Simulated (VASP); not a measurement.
# TaNb3F2 (R-3m) in VASP: single point with PBE

Aim: the single point of TaNb3F2 with PBE.

Everything below comes from runs of VASP 6.6.1. Logs are shortened: lines on timing, memory, paths and dates and some standing lists are left out, and cuts for length are marked.

## (1) The cell of the first run

It takes space group R-3m (No. 166, trigonal). The conventional cell has a = 5.242 Å, b = 5.242 Å, c = 11.489 Å, α = 90.00°, β = 90.00°, γ = 120.00°. Within 3.2 Å of Ta (site symmetry -3m) lie 6 Nb at 2.44 Å and 6 F at 3.06 Å. Within 3.2 Å of Nb (site symmetry 2/m) lie 2 Ta at 2.44 Å and 4 Nb at 2.62 Å and 6 F at 2.80 to 3.01 Å. Within 3.7 Å of F (site symmetry 3m) lie 9 Nb at 2.80 to 3.01 Å and 4 F at 2.95 to 3.15 Å and 3 Ta at 3.06 Å.

The cell was built from a structure type or drawn by symmetry, and may not be a known phase.

## (2) Single point, PBE

INCAR

```
PREC = Accurate ; ENCUT = 600
EDIFF = 1E-6 ; ISMEAR = 0
SIGMA = 0.1 ; LREAL = F
LASPH = T ; NELM = 120
ALGO = Normal ; ISIF = 2
LWAVE = F ; LCHARG = F
GGA = PE ; NBANDS = 42
GGA_COMPAT = F
```

KPOINTS

```
regular mesh
0
Gamma
  6 6 6
```

POSCAR

```
TaNb3F2
1.0
    2.6207755400      1.5131054700      3.8298234200
   -2.6207755400      1.5131054700      3.8298234200
    0.0000000000     -3.0262109300      3.8298234200
Ta Nb F
1 3 2
Direct
    0.0000000000      0.0000000000      0.0000000000
    0.0000000000      0.5000000000      0.0000000000
    0.5000000000      0.0000000000      0.0000000000
    0.0000000000      0.0000000000      0.5000000000
    0.6285859900      0.6285859900      0.6285859900
    0.3714140100      0.3714140100      0.3714140100
```

Potentials or basis: VASP PAW PBE potentials, release 64 (Ta_sv_GW, Nb_sv, F).

Run with:

```
$ cat potpaw_PBE.64/Ta_sv_GW/POTCAR potpaw_PBE.64/Nb_sv/POTCAR potpaw_PBE.64/F/POTCAR > POTCAR
$ mpirun -np 1 vasp_std > vasp.out
```

OUTCAR:

```text
PREC = Accurate
   ENCUT = 600
   EDIFF = 1E-6
   ISMEAR = 0
   LREAL = F
   LASPH = T
   NELM = 120
   ISIF = 2
   GGA = PE

 ion  position               nearest neighbor table
   1  0.000  0.000  0.000-   4 2.44   4 2.44   2 2.44   3 2.44   2 2.44   3 2.44
   2  0.000  0.500  0.000-   1 2.44   1 2.44   3 2.62   3 2.62   4 2.62   4 2.62
   3  0.500  0.000  0.000-   1 2.44   1 2.44   2 2.62   2 2.62   4 2.62   4 2.62
   4  0.000  0.000  0.500-   1 2.44   1 2.44   2 2.62   3 2.62   2 2.62   3 2.62
   5  0.629  0.629  0.629-
   6  0.371  0.371  0.371-

  LATTYP: Found a trigonal (rhomboedric) cell.
 ALAT       =     4.8811371648
 COS(alpha) =     0.4234358611

  Lattice vectors:

 A1 = (   2.6207755400,   1.5131054700,   3.8298234200)
 A2 = (  -2.6207755400,   1.5131054700,   3.8298234200)
 A3 = (   0.0000000000,  -3.0262109300,   3.8298234200)

Analysis of symmetry for initial positions (statically):
=====================================================================
 Subroutine PRICEL returns:
 Original cell was already a primitive cell.

 Routine SETGRP: Setting up the symmetry group for a
 trigonal (rhombohedral) supercell.

 Subroutine GETGRP returns: Found 12 space group operations
 (whereof 12 operations were pure point group operations)
 out of a pool of 12 trial point group operations.

The static configuration has the point symmetry D_3d.

Analysis of symmetry for dynamics (positions and initial velocities):
=====================================================================
 Subroutine PRICEL returns:
 Original cell was already a primitive cell.

 Routine SETGRP: Setting up the symmetry group for a
 trigonal (rhombohedral) supercell.

 Subroutine GETGRP returns: Found 12 space group operations
 (whereof 12 operations were pure point group operations)
 out of a pool of 12 trial point group operations.

The dynamic configuration has the point symmetry D_3d.

 Subroutine INISYM returns: Found 12 space group operations
 (whereof 12 operations are pure point group operations),
 and found     1 'primitive' translations

----------------------------------------------------------------------------------------

                                     Primitive cell

  volume of cell :      91.1232

  direct lattice vectors                    reciprocal lattice vectors
     2.620775540  1.513105470  3.829823420     0.190783221  0.110148744  0.087036215
    -2.620775540  1.513105470  3.829823420    -0.190783221  0.110148744  0.087036215
     0.000000000 -3.026210930  3.829823420     0.000000000 -0.220297488  0.087036215

  length of vectors
     4.881137165  4.881137165  4.881137165     0.236867655  0.236867655  0.236867655

  position of ions in fractional coordinates (direct lattice)
     0.000000000  0.000000000  0.000000000
     1.000000000  0.500000000  1.000000000
     0.500000000  1.000000000  1.000000000
     0.000000000  0.000000000  0.500000000
     0.628585990  0.628585990  0.628585990
     0.371414010  0.371414010  0.371414010

  ion indices of the primitive-cell ions
   primitive index   ion index
                 1           1
                 2           2
                 3           3
                 4           4
                 5           5
                 6           6

----------------------------------------------------------------------------------------

 KPOINTS: regular mesh

Automatic generation of k-mesh.
 Grid dimensions read from file:
 generate k-points for:    6    6    6

 Generating k-lattice:

  Cartesian coordinates                     Fractional coordinates (reciprocal lattice)
     0.031797204  0.018358124  0.014506036     0.166666667 -0.000000000  0.000000000
    -0.031797204  0.018358124  0.014506036    -0.000000000  0.166666667  0.000000000
     0.000000000 -0.036716248  0.014506036    -0.000000000 -0.000000000  0.166666667

  Length of vectors
     0.039477943  0.039477943  0.039477942

  Shift w.r.t. Gamma in fractional coordinates (k-lattice)
     0.000000000  0.000000000  0.000000000

 Subroutine IBZKPT returns following result:
 ===========================================

 Found     32 irreducible k-points:

 Following reciprocal coordinates:
            Coordinates               Weight
  0.000000  0.000000  0.000000      1.000000
  0.166667 -0.000000 -0.000000      6.000000
  0.333333 -0.000000 -0.000000      6.000000
  0.500000  0.000000 -0.000000      3.000000
  0.166667  0.166667 -0.000000      6.000000
  0.333333  0.166667 -0.000000     12.000000
[... 16 lines left out ...]
  0.500000  0.500000  0.166667      6.000000
 -0.333333  0.500000  0.166667     12.000000
 [... further k-points ...]
   k-points           NKPTS =     32   k-points in BZ     NKDIM =     32   number of bands    NBANDS=     42
   number of dos      NEDOS =    301   number of ions     NIONS =      6
   total plane-waves  NPLWV =  64000
   dimension x,y,z NGX =    40 NGY =   40 NGZ =   40
   dimension x,y,z NGXF=    80 NGYF=   80 NGZF=   80
   ions per type =               1   3   2
   NGX,Y,Z   is equivalent  to a cutoff of  13.62, 13.62, 13.62 a.u.
   NGXF,Y,Z  is equivalent  to a cutoff of  27.25, 27.25, 27.25 a.u.
 SYSTEM =  unknown system
   PREC   = accura    normal or accurate (medium, high low for compatibility)
   ISTART =      0    job   : 0-new  1-cont  2-samecut
   ICHARG =      2    charge: 1-file 2-atom 10-const
   ISPIN  =      1    spin polarized calculation?
   LNONCOLLINEAR =      F non collinear calculations
   LSORBIT =      F    spin-orbit coupling
   LASPH  =      T    aspherical Exc in radial PAW
   ENCUT  =  600.0 eV  44.10 Ry    6.64 a.u.   9.75  9.75  9.75*2*pi/ulx,y,z
   NELM   =    120;   NELMIN=  2; NELMDL= -5     # of ELM steps
   EDIFF  = 0.1E-05   stopping-criterion for ELM
   LREAL  =      F    real-space projection
   EDIFFG = 0.1E-04   stopping-criterion for IOM
   NSW    =      0    number of steps for IOM
   IBRION =     -1    ionic relax: 0-MD 1-quasi-New 2-CG
   NFREE  =      0    steps in history (QN), initial steepest desc. (CG)
   ISIF   =      2    stress and relaxation
   ISYM   =      2    0-nonsym 1-usesym 2-fastsym
   POTIM  = 0.5000    time-step for ionic-motion
   TEBEG  =    0.0;   TEEND  =   0.0 temperature during run
   PSTRESS=    0.0 pullay stress
   NELECT =      66.0000    total number of electrons
   NUPDOWN=      -1.0000    fix difference up-down
   EMIN   =  10.00;   EMAX   =-10.00  energy-range for DOS
   EFERMI =   0.00;   METHOD = LEGACY
   ISMEAR =     0;   SIGMA  =   0.10  broadening in eV -4-tet -1-fermi 0-gaus
   EFERMI_NEDOS =   21; number of points for ismear=-14 and -15
   IALGO  =     38    algorithm
   IMIX   =      4    mixing-type and parameters
     AMIX     =   0.40;   BMIX     =  1.00
     AMIX_MAG =   1.60;   BMIX_MAG =  1.00
  volume/ion in A,a.u.               =      15.19       102.49
  Fermi-wavevector in a.u.,A,eV,Ry     =   1.470211  2.778297 29.409288  2.161522
  Thomas-Fermi vector in A             =   2.585496
   LORBIT       =      0    0 simple, 1 ext, 2 COOP (PROOUT), +10 PAW based schemes
   GGA     = PE    functional components
   LHFCALC =     F    Hartree Fock is set to
   AEXX    =    0.0000 exact exchange contribution
   IVDW    =     0    specifies the selected vdW correction
   LEPSILON=     F    determine dielectric tensor
   LRPA    =     F    only Hartree local field effects (RPA)
 non-spin polarized calculation
 Gauss-broadening in eV      SIGMA  =   0.10
  energy-cutoff  :      600.00
  volume of cell :       91.12
 maximum number of plane-waves:      3088
   NGX = 19   NGY = 19   NGZ = 19

 number of electron      66.0000001 magnetization

 Free energy of the ion-electron system (eV)
  ---------------------------------------------------
  ext. energy  EPLUGINS =         0.00000000
  ---------------------------------------------------
  free energy    TOTEN  =       -43.08915214 eV

  energy without entropy =      -43.06269617  energy(sigma->0) =      -43.07592415

 E-fermi :   9.3718     XC(G=0): -11.8694

 val. band max:        9.3674634125   @ k =  -0.1667   0.5000   0.1667
 cond. band min:       9.4311529853   @ k =  -0.3333   0.3333   0.0000
 fundamental gap:      0.0636895728
 Fermi energy:         9.3718153426

 k-point     1 :       0.0000    0.0000    0.0000
  band No.  band energies     occupation
      1     -57.7616      2.00000
      2     -45.4525      2.00000
      3     -45.0476      2.00000
      4     -45.0476      2.00000
      5     -25.9113      2.00000
      6     -24.8294      2.00000
[... 34 lines left out ...]
     41      14.7939      0.00000
     42      15.0680      0.00000

 k-point     2 :       0.1667   -0.0000   -0.0000
  band No.  band energies     occupation
      1     -57.7615      2.00000
      2     -45.4305      2.00000
      3     -45.0747      2.00000
      4     -45.0477      2.00000
      5     -25.8293      2.00000
      6     -24.8249      2.00000
[... 34 lines left out ...]
     41      14.0352      0.00000
     42      14.3953      0.00000

 k-point     3 :       0.3333   -0.0000   -0.0000
  band No.  band energies     occupation
      1     -57.7611      2.00000
      2     -45.3717      2.00000
      3     -45.1435      2.00000
      4     -45.0481      2.00000
      5     -25.6742      2.00000
      6     -24.8161      2.00000
[... 34 lines left out ...]
     41      12.7895      0.00000
     42      12.8876      0.00000

 k-point     4 :       0.5000    0.0000   -0.0000
  band No.  band energies     occupation
      1     -57.7608      2.00000
      2     -45.3212      2.00000
      3     -45.1989      2.00000
      4     -45.0483      2.00000
      5     -25.6042      2.00000
      6     -24.8118      2.00000
[... 844 lines left out ...]
     41      12.4936      0.00000
     42      12.8912      0.00000

 k-point    23 :       0.5000    0.5000    0.1667
  band No.  band energies     occupation
      1     -57.7598      2.00000
      2     -45.3919      2.00000
      3     -45.1377      2.00000
      4     -45.0504      2.00000
      5     -25.1792      2.00000
      6     -24.5542      2.00000
[... 34 lines left out ...]
     41      11.9151      0.00000
     42      12.4181      0.00000

 k-point    24 :      -0.3333    0.5000    0.1667
  band No.  band energies     occupation
      1     -57.7600      2.00000
      2     -45.3416      2.00000
      3     -45.1876      2.00000
      4     -45.0503      2.00000
      5     -25.2338      2.00000
      6     -24.6342      2.00000
[... 34 lines left out ...]
     41      11.9166      0.00000
     42      12.3917      0.00000

 [... further k-points ...]
[... 5 lines left out ...]
  --------------------------------------------------------------------------------------
  -------------------------------------------------------------------------------------
  Total       15.2045320     15.2045320     18.8115297      0.0000000      0.0000000      0.0000000
  in kB      267.3342547    267.3342558    330.7544274      0.0000000      0.0000003      0.0000000
  external PRESSURE =     288.4743126 kB  Pullay stress =       0.0000000 kB

 VOLUME and BASIS-vectors are now :
 -----------------------------------------------------------------------------
  energy-cutoff  :      600.00
  volume of cell :       91.12
      direct lattice vectors                 reciprocal lattice vectors
     2.620775540  1.513105470  3.829823420     0.190783221  0.110148744  0.087036215
    -2.620775540  1.513105470  3.829823420    -0.190783221  0.110148744  0.087036215
     0.000000000 -3.026210930  3.829823420     0.000000000 -0.220297488  0.087036215

 POSITION                                       TOTAL-FORCE (eV/Angst)
 -----------------------------------------------------------------------------------
      0.00000      0.00000      0.00000         0.000000      0.000000     -0.000000
     -1.31039      0.75655      1.91491        -0.000000      0.000000     -0.000000
      1.31039      0.75655      1.91491         0.000000      0.000000      0.000000
      0.00000     -1.51311      1.91491        -0.000000      0.000000      0.000000
      0.00000      0.00000      7.22212         0.000000      0.000000      0.270324
      0.00000      0.00000      4.26735         0.000000     -0.000000     -0.270324
 -----------------------------------------------------------------------------------
    total drift:                               -0.000000      0.000000      0.000000

  FREE ENERGIE OF THE ION-ELECTRON SYSTEM (eV)
  ---------------------------------------------------
  free  energy   TOTEN  =       -43.0891521378 eV

  energy  without entropy=      -43.0626961677  energy(sigma->0) =      -43.07592415
```

Wall time 2.5 min (1 thread of Intel Xeon Platinum 8259CL at 2.50GHz (Skylake/Cascade Lake), shared host); peak memory 0.33 GiB.

Results:

```yaml
Free_energy: -43.0892 eV
Pressure: 28.8 GPa
Largest_force: 0.270 eV/Å
Band_gap_on_the_k_mesh: zero (bands 33 and 34 overlap by 1.30 eV)
```

Forces in eV/Å, atoms in the order of the input:
```
Ta   0.000  0.000  0.000
Nb   0.000  0.000  0.000
Nb   0.000  0.000  0.000
Nb   0.000  0.000  0.000
F    0.000  0.000  0.270
F    0.000  0.000 -0.270
```

Levels at points of the mesh, in eV from the Fermi level:
```
           k point  band 31  band 32  band 33  band 34  band 35  band 36
(0.00, 0.00, 0.00)    -2.45    -0.65    -0.65    -0.26     3.17     3.34
(0.50, 0.00, 0.00)    -0.17    -0.13     0.06     0.32     0.78     0.82
(0.50, 0.50, 0.00)    -0.69    -0.34     0.56     0.61     0.64     0.81
(0.50, 0.50, 0.50)    -0.54    -0.54     0.77     0.77     0.77     1.25
```

Caveat: the cell stands under pressure; spin-orbit coupling is left out, which moves the levels of the heavy elements.
